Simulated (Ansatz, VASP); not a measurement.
Ni: VASP beside Ansatz

INCAR

```
SYSTEM = Ni
PREC     = Accurate       ! precision mode
ENCUT    = 520            ! plane-wave cutoff, eV
EDIFF    = 1E-8           ! SCF threshold, eV
ISMEAR   = -1             ! smearing method
SIGMA    = 0.05           ! smearing width, eV
LREAL    = .False.        ! projectors in reciprocal space
LASPH    = .True.         ! aspherical terms in the spheres
NELM     = 150            ! most SCF steps
ALGO     = Normal         ! electronic algorithm
ISIF     = 2              ! what is computed and relaxed
LWAVE    = .False.        ! write WAVECAR
LCHARG   = .False.        ! write CHGCAR
ISPIN    = 2              ! spin polarisation
MAGMOM   = 1.5            ! initial moments
LORBIT   = 11             ! projections on sites
LMAXMIX  = 4              ! l up to which the mixer works
GGA      = PE             ! functional
LEFG     = .True.       
NBANDS   = 15             ! bands
```

KPOINTS

```
Automatic mesh
0
Gamma
  20 20 20
  0 0 0
```

Contents of POSCAR:

```
Ni
1.0
   -0.0353590000      1.7502705000      1.7502705000
    1.7502705000     -0.0353590000      1.7502705000
    1.7502705000      1.7502705000     -0.0353590000
Ni
1
Direct
    0.0000000000      0.0000000000      0.0000000000
```

Input for Ansatz:

```yaml
crystal:
  lattice:
    - [-0.035359, 1.7502705, 1.7502705]
    - [1.7502705, -0.035359, 1.7502705]
    - [1.7502705, 1.7502705, -0.035359]
  atoms:
    - { symbol: Ni, position: [0.0, 0.0, 0.0], spin: 1.5 }
magnetization:
  spin_polarized: true
kpoints:
  mp_grid: { grid: [20, 20, 20] }
scf:
  occupations: { method: fermi_dirac, width: 0.05 }
hamiltonian:
  xc: pbe
  pseudopotentials: { kind: paw }
output:
  forces: true
  stress: true
  eigenvalues: true
  efg: { contact_densities: true }
  write_density: true
  write_potential: true
  elf: true
  volumetric_format: npy
```

Change from the starting cell: equal xy, yz and zx shear strains of -2 %, PAW files.

Alike in both runs: task electric field gradients; functional PBE; k mesh 20 × 20 × 20; occupations fermi-dirac, width 0.05 eV; collinear spin.

|  | VASP | Ansatz |
| --- | --- | --- |
| version | VASP 6.6.1 | Ansatz 0.2.0 |
| potentials or method | VASP PAW PBE potentials, release 64 (Ni) | PAW with Ansatz's default frozen-core files, scalar-relativistic |
| plane-wave cutoff (eV) | 520 | 420 |
| valence electrons in the cell | 10 | 18 |

Ansatz gave:

| Item | Value |
| --- | --- |
| pressure (GPa) | -2.5 |
| traceless stress, the component that is largest in VASP (GPa) | 2.51 |
| net moment per atom (μB) | 0.64 |
| size of the moment on the site where the two differ most (μB) | 0.68 |
| size of Vzz on the site where it differs most (V/Å²) | 2.1 |

Which values does VASP return?

Pressure (GPa): -2.5; traceless stress, the component that is largest in VASP (GPa): 2.45; net moment per atom (μB): 0.63; size of the moment on the site where the two differ most (μB): 0.64; size of Vzz on the site where it differs most (V/Å²): 1.1.

Site moments also hang on the region over which each program counts them. VASP's potentials hold 10 valence electrons a cell and Ansatz's 18, so a difference there can come from the potentials and not from the codes.
